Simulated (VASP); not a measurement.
Write the native input for VASP 6.6.1 that does the following.

```yaml
Task: single point
Functional: SVWN5
Potentials_or_basis: VASP PAW PBE potentials, release 64 (In_d, P)
Cutoff: 520 eV
k_mesh: 8 × 8 × 8
Occupations: fermi-dirac, width 0.05 eV
Spin: no spin polarisation
Dipole_correction: no
Further_INCAR_settings: ALGO = Normal; EDIFF = 1e-07; NBANDS = 16
```

The structure of InP lies in POSCAR:

```
InP
1.0
    0.0000000000      2.9108316221      2.9108316221
    2.9108316221      0.0000000000      2.9108316221
    2.9108316221      2.9108316221      0.0000000000
In P
1 1
Direct
    0.0000000000      0.0000000000      0.0000000000
    0.7500000000      0.7500000000      0.7500000000
```

The input as run:

INCAR

```
  ALGO = Normal
  EDIFF = 1E-7
  ENCUT = 520
  GGA = VW
  ISIF = 2
  ISMEAR = -1
  LASPH = T
  LCHARG = T
  LELF = T
  LREAL = F
  LVHAR = T
  LWAVE = F
  NBANDS = 16
  NELM = 80
  PREC = Accurate
  SIGMA = 0.05
```

KPOINTS

```
k-points
0
Gamma
  8 8 8
```

Potentials or basis: VASP PAW PBE potentials, release 64 (In_d, P).

Run with:

```console
$ cat potpaw_PBE.64/In_d/POTCAR potpaw_PBE.64/P/POTCAR > POTCAR
$ mpirun -np 1 vasp_std > vasp.out
```

It gave:

```
Pressure               : 0.2 GPa
Band gap on the k mesh : 0.59 eV, direct
```

Caveat: the PAW data sets were made with another functional, which shifts forces and pressure a little; spin-orbit coupling is left out, which moves the levels of the heavy elements.

Wall time 14 s on 1 thread of AMD EPYC 9R45 96-Core Processor (Zen 5) (shared host), peak memory 0.13 GiB.
